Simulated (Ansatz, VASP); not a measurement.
Zn: VASP beside Ansatz

```
Zn
1.0
     0.00000    1.96478    1.96478
     1.96478    0.00000    1.96478
     1.96478    1.96478    0.00000
Zn
1
Direct
  0.00000 0.00000 0.00000
```

Alike in both runs: functional r2SCAN; dispersion rVV10; k mesh 12 × 12 × 12; occupations methfessel-paxton of order 1, width 0.2 eV; no spin polarisation.

|  | VASP | Ansatz |
| --- | --- | --- |
| version | VASP 6.6.1 | Ansatz 0.2.0 |
| potentials or method | VASP PAW PBE potentials, release 64 (Zn) | Ansatz PAW |
| plane-wave cutoff (eV) | 520 | 500 |
| valence electrons in the cell | 12 | 12 |
| task | single point | electron localisation function |

VASP gave:

| Quantity | Value |
| --- | --- |
| gap on the k mesh at the Fermi level (eV) | none |
| pressure (GPa) | -5.5 |

Question: What did Ansatz give for the same quantities?

Answer: gap on the k mesh at the Fermi level (eV): none; pressure (GPa): -5.9.

VASP's potentials were made for PBE, not for r2SCAN. A gap of «none» marks a metal or a gap that the smearing closes.
